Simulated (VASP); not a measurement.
# Ir in VASP: single point with PBE+D3(BJ)

Aim: the single point of Ir with PBE+D3(BJ).

Everything below comes from runs of VASP 6.6.1. Logs are shortened: lines on timing, memory, paths and dates and some standing lists are left out, and cuts for length are marked.

## 1. The cell of the first run

The cell holds a slab with vacuum, 16 atoms: a = 5.431 Å, b = 5.431 Å, c = 26.236 Å, α = 90.00°, β = 90.00°, γ = 90.00°.

## 2. Single point, PBE+D3(BJ)

INCAR reads:

```
SYSTEM = Ir
ALGO = Normal
DIPOL = 0.5 0.5 0.414
EDIFF = 1E-6
ENCUT = 520
GGA = PE
IDIPOL = 3
ISIF = 2
ISMEAR = 0
IVDW = 12
LASPH = .True.
LCHARG = .False.
LDIPOL = .True.
LREAL = Auto
LWAVE = .False.
NBANDS = 86
NELM = 80
PREC = Accurate
SIGMA = 0.1
```

KPOINTS reads:

```
k-points
0
Gamma
  4 4 1
  0 0 0
```

POSCAR reads:

```
Ir
1.0
    5.4313155574      0.0000000000      0.0000000000
    0.0000000000      5.4313155574      0.0000000000
    0.0000000000      0.0000000000     26.2357800921
Ir
16
Direct
    0.2500000000      0.2500000000      0.3049270870
    0.2500000000      0.7500000000      0.3049270870
    0.7500000000      0.2500000000      0.3049270870
    0.7500000000      0.7500000000      0.3049270870
    0.5000000000      0.5000000000      0.3781194992
    0.5000000000      0.0000000000      0.3781194992
    0.0000000000      0.5000000000      0.3781194992
    0.0000000000      0.0000000000      0.3781194992
    0.7500000000      0.7500000000      0.4521938284
    0.7500000000      0.2500000000      0.4521175991
    0.2500000000      0.7500000000      0.4521175991
    0.2500000000      0.2500000000      0.4520321426
    0.0002921322      0.0002921322      0.5225418736
    0.0002921322      0.4997078678      0.5225418736
    0.4997078678      0.0002921322      0.5225418736
    0.4997078678      0.4997078678      0.5225418736
```

Potentials or basis: VASP PAW PBE potentials, release 64 (Ir).

Launch:

```
$ cat potpaw_PBE.64/Ir/POTCAR > POTCAR
$ mpirun -np 1 vasp_std > vasp.out
```

OUTCAR:

```text
SYSTEM = Ir
   EDIFF = 1E-6
   ENCUT = 520
   GGA = PE
   ISIF = 2
   ISMEAR = 0
   IVDW = 12
   LASPH = .True.
   LREAL = Auto
   NELM = 80
   PREC = Accurate
 IVDW          = 12

 ion  position               nearest neighbor table
   1  0.250  0.250  0.305-   2 2.72   3 2.72   2 2.72   3 2.72   7 2.72   8 2.72   5 2.72   6 2.72

   2  0.250  0.750  0.305-   1 2.72   4 2.72   1 2.72   4 2.72   7 2.72   8 2.72   5 2.72   6 2.72

   3  0.750  0.250  0.305-   1 2.72   4 2.72   4 2.72   1 2.72   7 2.72   8 2.72   5 2.72   6 2.72
[... 23 lines left out ...]
  15  0.500  0.000  0.523-  12 2.66  11 2.66  10 2.66   9 2.67  13 2.71  16 2.71  13 2.72  16 2.72

  16  0.500  0.500  0.523-  12 2.66  11 2.66  10 2.66   9 2.67  14 2.71  15 2.71  14 2.72  15 2.72

  LATTYP: Found a simple tetragonal cell.
 ALAT       =     5.4313155574
 C/A-ratio  =     4.8304650715

  Lattice vectors:

 A1 = (   5.4313155574,   0.0000000000,   0.0000000000)
 A2 = (   0.0000000000,   5.4313155574,   0.0000000000)
 A3 = (   0.0000000000,   0.0000000000,  26.2357800921)

Analysis of symmetry for initial positions (statically):
=====================================================================
 Subroutine PRICEL returns:
 Original cell was already a primitive cell.

 Routine SETGRP: Setting up the symmetry group for a
 simple tetragonal supercell.

 Subroutine GETGRP returns: Found  8 space group operations
 (whereof  2 operations were pure point group operations)
 out of a pool of 16 trial point group operations.

The static configuration has the point symmetry C_1h.
 The point group associated with its full space group is C_4v.

Analysis of symmetry for dynamics (positions and initial velocities):
=====================================================================
 Subroutine PRICEL returns:
 Original cell was already a primitive cell.

 Routine SETGRP: Setting up the symmetry group for a
 simple tetragonal supercell.

 Subroutine GETGRP returns: Found  8 space group operations
 (whereof  2 operations were pure point group operations)
 out of a pool of 16 trial point group operations.

The dynamic configuration has the point symmetry C_1h.
 The point group associated with its full space group is C_4v.

 Subroutine INISYM returns: Found  8 space group operations
 (whereof  2 operations are pure point group operations),
 and found     1 'primitive' translations

----------------------------------------------------------------------------------------

                                     Primitive cell

  volume of cell :     773.9342

  direct lattice vectors                    reciprocal lattice vectors
     5.431315557  0.000000000  0.000000000     0.184117455  0.000000000  0.000000000
     0.000000000  5.431315557  0.000000000     0.000000000  0.184117455  0.000000000
     0.000000000  0.000000000 26.235780092     0.000000000  0.000000000  0.038115886

  length of vectors
     5.431315557  5.431315557 26.235780092     0.184117455  0.184117455  0.038115886

  position of ions in fractional coordinates (direct lattice)
     0.250000000  0.250000000  0.304927087
     0.250000000  0.750000000  0.304927087
     0.750000000  0.250000000  0.304927087
     0.750000000  0.750000000  0.304927087
     0.500000000  0.500000000  0.378119499
     0.500000000  0.000000000  0.378119499
[... 8 lines left out ...]
     0.499707868  0.000292132  0.522541874
     0.499707868  0.499707868  0.522541874

  ion indices of the primitive-cell ions
   primitive index   ion index
                 1           1
                 2           2
                 3           3
                 4           4
                 5           5
                 6           6
[... 8 lines left out ...]
                15          15
                16          16

----------------------------------------------------------------------------------------

 KPOINTS: k-points

Automatic generation of k-mesh.
 Grid dimensions read from file:
 generate k-points for:    4    4    1

 Generating k-lattice:

  Cartesian coordinates                     Fractional coordinates (reciprocal lattice)
     0.046029364  0.000000000  0.000000000     0.250000000  0.000000000  0.000000000
     0.000000000  0.046029364  0.000000000     0.000000000  0.250000000  0.000000000
     0.000000000  0.000000000  0.038115886     0.000000000  0.000000000  1.000000000

  Length of vectors
     0.046029364  0.046029364  0.038115886

  Shift w.r.t. Gamma in fractional coordinates (k-lattice)
     0.000000000  0.000000000  0.000000000

 Subroutine IBZKPT returns following result:
 ===========================================

 Found      6 irreducible k-points:

 Following reciprocal coordinates:
            Coordinates               Weight
  0.000000  0.000000  0.000000      1.000000
  0.250000  0.000000  0.000000      4.000000
  0.500000  0.000000  0.000000      2.000000
  0.250000  0.250000  0.000000      4.000000
  0.500000  0.250000  0.000000      4.000000
  0.500000  0.500000  0.000000      1.000000
   k-points           NKPTS =      6   k-points in BZ     NKDIM =      6   number of bands    NBANDS=     86
   number of dos      NEDOS =    301   number of ions     NIONS =     16
   total plane-waves  NPLWV = 313600
   dimension x,y,z NGX =    40 NGY =   40 NGZ =  196
   dimension x,y,z NGXF=    80 NGYF=   80 NGZF=  392
   ions per type =              16
   NGX,Y,Z   is equivalent  to a cutoff of  12.24, 12.24, 12.42 a.u.
   NGXF,Y,Z  is equivalent  to a cutoff of  24.49, 24.49, 24.84 a.u.
 SYSTEM =  Ir
   PREC   = accura    normal or accurate (medium, high low for compatibility)
   ISTART =      0    job   : 0-new  1-cont  2-samecut
   ICHARG =      2    charge: 1-file 2-atom 10-const
   ISPIN  =      1    spin polarized calculation?
   LNONCOLLINEAR =      F non collinear calculations
   LSORBIT =      F    spin-orbit coupling
   LASPH  =      T    aspherical Exc in radial PAW
   ENCUT  =  520.0 eV  38.22 Ry    6.18 a.u.  10.10 10.10 48.78*2*pi/ulx,y,z
   NELM   =     80;   NELMIN=  2; NELMDL= -5     # of ELM steps
   EDIFF  = 0.1E-05   stopping-criterion for ELM
   LREAL  =      T    real-space projection
   EDIFFG = 0.1E-04   stopping-criterion for IOM
   NSW    =      0    number of steps for IOM
   IBRION =     -1    ionic relax: 0-MD 1-quasi-New 2-CG
   NFREE  =      0    steps in history (QN), initial steepest desc. (CG)
   ISIF   =      2    stress and relaxation
   ISYM   =      2    0-nonsym 1-usesym 2-fastsym
   POTIM  = 0.5000    time-step for ionic-motion
   TEBEG  =    0.0;   TEEND  =   0.0 temperature during run
   PSTRESS=    0.0 pullay stress
   NELECT =     144.0000    total number of electrons
   NUPDOWN=      -1.0000    fix difference up-down
   EMIN   =  10.00;   EMAX   =-10.00  energy-range for DOS
   EFERMI =   0.00;   METHOD = LEGACY
   ISMEAR =     0;   SIGMA  =   0.10  broadening in eV -4-tet -1-fermi 0-gaus
   EFERMI_NEDOS =   21; number of points for ismear=-14 and -15
   IALGO  =     38    algorithm
   IMIX   =      4    mixing-type and parameters
     AMIX     =   0.40;   BMIX     =  1.00
     AMIX_MAG =   1.60;   BMIX_MAG =  1.00
  volume/ion in A,a.u.               =      48.37       326.42
  Fermi-wavevector in a.u.,A,eV,Ry     =   0.934604  1.766146 11.884480  0.873485
  Thomas-Fermi vector in A             =   2.061426
   LORBIT       =      0    0 simple, 1 ext, 2 COOP (PROOUT), +10 PAW based schemes
   GGA     = PE    functional components
   LHFCALC =     F    Hartree Fock is set to
   AEXX    =    0.0000 exact exchange contribution
   IVDW    =    12    specifies the selected vdW correction
   LEPSILON=     F    determine dielectric tensor
   LRPA    =     F    only Hartree local field effects (RPA)
 non-spin polarized calculation
 Gauss-broadening in eV      SIGMA  =   0.10
  energy-cutoff  :      520.00
  volume of cell :      773.93
 maximum number of plane-waves:     20876
   NGX = 21   NGY = 21   NGZ = 97

 dipolmoment           0.000000      0.000000      0.062444 electrons x Angstroem

 number of electron     143.9999976 magnetization

 dipolmoment           0.000000      0.000000     -0.002520 electrons x Angstroem

 Free energy of the ion-electron system (eV)
  ---------------------------------------------------
  ext. energy  EPLUGINS =         0.00000000
  ---------------------------------------------------
  free energy    TOTEN  =      -130.64514605 eV

  energy without entropy =     -130.53617299  energy(sigma->0) =     -130.59065952

 E-fermi :  -0.9746     XC(G=0):  -4.8968

 val. band max:       -0.9840259341   @ k =   0.2500   0.0000   0.0000
 cond. band min:      -0.9544201690   @ k =   0.2500   0.0000   0.0000
 fundamental gap:      0.0296057652
 Fermi energy:        -0.9745640335

 k-point     1 :       0.0000    0.0000    0.0000
  band No.  band energies     occupation
      1     -11.2372      2.00000
      2      -9.3208      2.00000
      3      -8.4939      2.00000
      4      -8.4939      2.00000
      5      -8.4263      2.00000
      6      -8.4263      2.00000
[... 511 lines left out ...]
     83      -0.1046      0.00000
     84      -0.1001      0.00000
 [bands above 84 left out]

------------------------ aborting loop because EDIFF is reached ----------------------------------------

 vacuum level on the upper side and lower side of the slab       (xc-potential included)        -0.013        -0.051

 Edisp (eV)   -8.15760

 E8    (eV) :    -3.9636

  FORCE on cell =-STRESS in cart. coord.  units (eV):
  Direction    XX          YY          ZZ          XY          YZ          ZX
  --------------------------------------------------------------------------------------
  -------------------------------------------------------------------------------------
  Total     -16.22706   -16.22706    -4.88714     0.00000     0.00000     0.00000
  in kB     -33.59282   -33.59282   -10.11722     0.00000     0.00000     0.00000
  external pressure =      -25.77 kB  Pullay stress =        0.00 kB

 VOLUME and BASIS-vectors are now :
 -----------------------------------------------------------------------------
  energy-cutoff  :      520.00
  volume of cell :      773.93
      direct lattice vectors                 reciprocal lattice vectors
     5.431315557  0.000000000  0.000000000     0.184117455  0.000000000  0.000000000
     0.000000000  5.431315557  0.000000000     0.000000000  0.184117455  0.000000000
     0.000000000  0.000000000 26.235780092     0.000000000  0.000000000  0.038115886

 POSITION                                       TOTAL-FORCE (eV/Angst)
 -----------------------------------------------------------------------------------
      1.35783      1.35783      8.00000        -0.000000      0.000000      0.692115
      1.35783      4.07349      8.00000        -0.000000      0.000000      0.691546
      4.07349      1.35783      8.00000        -0.000000      0.000000      0.691546
      4.07349      4.07349      8.00000        -0.000000      0.000000      0.690575
      2.71566      2.71566      9.92026         0.004023      0.004023     -0.723067
      2.71566      0.00000      9.92026         0.004023     -0.004023     -0.723067
[... 8 lines left out ...]
      2.71407      0.00159     13.70929         0.015530     -0.015530      0.045797
      2.71407      2.71407     13.70929         0.015530      0.015530      0.045797
 -----------------------------------------------------------------------------------
    total drift:                                0.000000      0.000000     -0.000388

  FREE ENERGIE OF THE ION-ELECTRON SYSTEM (eV)
  ---------------------------------------------------
  free  energy   TOTEN  =      -138.8027446165 eV

  energy  without entropy=     -138.6937715628  energy(sigma->0) =     -138.74825809

 vacuum level on the upper side and lower side of the slab         4.567         4.559
```

It took 35 min on 1 thread of Intel Xeon 8259CL, shared host; peak memory 0.77 GiB.

Results:

```yaml
Free_energy: -138.8027 eV
Largest_force: 0.723 eV/Å
Band_gap_on_the_k_mesh: zero (bands 72 and 73 overlap by 0.84 eV)
Dispersion_energy_per_atom: -0.510 eV
```

Forces in eV/Å, atoms in the order of the input:
```
Ir   0.000  0.000  0.692
Ir   0.000  0.000  0.692
Ir   0.000  0.000  0.692
Ir   0.000  0.000  0.691
Ir   0.004  0.004 -0.723
Ir   0.004 -0.004 -0.723
Ir  -0.004  0.004 -0.723
Ir  -0.004 -0.004 -0.723
Ir   0.000  0.000 -0.018
Ir   0.000  0.000 -0.015
Ir   0.000  0.000 -0.015
Ir   0.000  0.000 -0.008
Ir  -0.016 -0.016  0.046
Ir  -0.016  0.016  0.046
Ir   0.016 -0.016  0.046
Ir   0.016  0.016  0.046
```

Caveat: spin-orbit coupling is left out, which moves the levels of the heavy elements.

The gap in the log of VASP goes by the Fermi energy; the results here count the filled bands.